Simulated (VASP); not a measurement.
Here is a VASP 6.6.1 calculation.

INCAR

```
SYSTEM = CuO
PREC = Accurate
ENCUT = 520
EDIFF = 1E-7
ISMEAR = 0
SIGMA = 0.05
LREAL = .False.
LASPH = .True.
NELM = 150
ALGO = Normal
ISIF = 2
LWAVE = .False.
LCHARG = .False.
ISPIN = 2
MAGMOM = 1 1 0 0
LORBIT = 11
LMAXMIX = 4
GGA = PE
NBANDS = 29
```

Contents of KPOINTS:

```
regular mesh
0
Gamma
  8 8 4
  0 0 0
```

Contents of POSCAR:

```
CuO
1.0
    2.0913972141     -2.0703595386      0.1656466059
    2.0913972141      2.0703595386      0.1656466059
   -0.4013605030      0.0000000000      5.1383018266
Cu O
2 2
Direct
    0.0000000000      0.5000000000      0.0000000000
    0.5000000000      0.0000000000      0.5000000000
    0.4998576712      0.5001423288      0.2500000000
    0.5001423288      0.4998576712      0.7500000000
```

Potentials or basis: VASP PAW PBE potentials, release 64 (Cu, O).

Command:

```console
$ cat potpaw_PBE.64/Cu/POTCAR potpaw_PBE.64/O/POTCAR > POTCAR
$ mpirun -np 1 vasp_std > vasp.out
```

Problem. Estimate the net moment.

Solution. 0.00 μB per cell.

Problem. Estimate the band gap on the k mesh.

Solution. Zero (filled and empty bands overlap).

Forces in eV/Å, atoms in the order of the input:
```
Cu   0.000  0.000  0.000
Cu   0.000  0.000  0.000
O    0.000  0.003  0.000
O    0.000 -0.003  0.000
```

Caveat: semilocal functionals often make such compounds metallic where correlation or magnetic order opens a gap, which also shifts bond lengths. With open d or f shells a metallic result of PBE can be an artefact of self-interaction; +U or a hybrid may open a gap.
